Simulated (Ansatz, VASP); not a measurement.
Te2Mo: VASP beside Ansatz

```
CELL_PARAMETERS angstrom
3.31929 0.00000 0.00000
-1.65965 2.87459 0.00000
0.00000 0.00000 14.35875
ATOMIC_POSITIONS crystal
Te 0.33333 0.66667 0.62113
Te 0.66667 0.33333 0.12113
Te 0.33333 0.66667 0.87887
Te 0.66667 0.33333 0.37887
Mo 0.33333 0.66667 0.25000
Mo 0.66667 0.33333 0.75000
```

Change from the starting cell: strain -0.050 along x and y, +0.025 along z, atoms carried along.

Alike in both runs: task single point; functional PBEsol; k mesh 12 × 12 × 2; occupations gaussian, width 0.05 eV; no spin polarisation.

|  | VASP | Ansatz |
| --- | --- | --- |
| version | VASP 6.6.1 | Ansatz 0.2.0 |
| potentials or method | VASP PAW PBE potentials, release 64 (Te, Mo_sv), cutoff 520 eV | scalar-relativistic, plane waves, PAW |
| valence electrons in the cell | 52 | 92 |

|  | VASP | Ansatz | Ansatz less VASP |
| --- | --- | --- | --- |
| gap on the k mesh at the Fermi level (eV) | 0.39 | 0.39 | +0.002 |
| least direct gap on the mesh (eV) | 0.94 | 0.93 | -0.001 |
| pressure (GPa) | 8.6 | 8.4 | -0.17 |
| traceless stress, the component that is largest in VASP (GPa) | -5.01 | -5.08 | -0.073 |
| rms of the force components (eV/Å) | 0.200 | 0.185 | -0.0148 |

VASP's potentials were made for PBE, not for PBEsol. Atom by atom the forces differ by 0.015 eV/Å (rms over components). With one functional, cell and mesh, what is left measures potentials, basis and numerics. VASP's potentials hold 52 valence electrons a cell and Ansatz's 92, so a difference there can come from the potentials and not from the codes.

Neither program's run includes spin-orbit coupling.
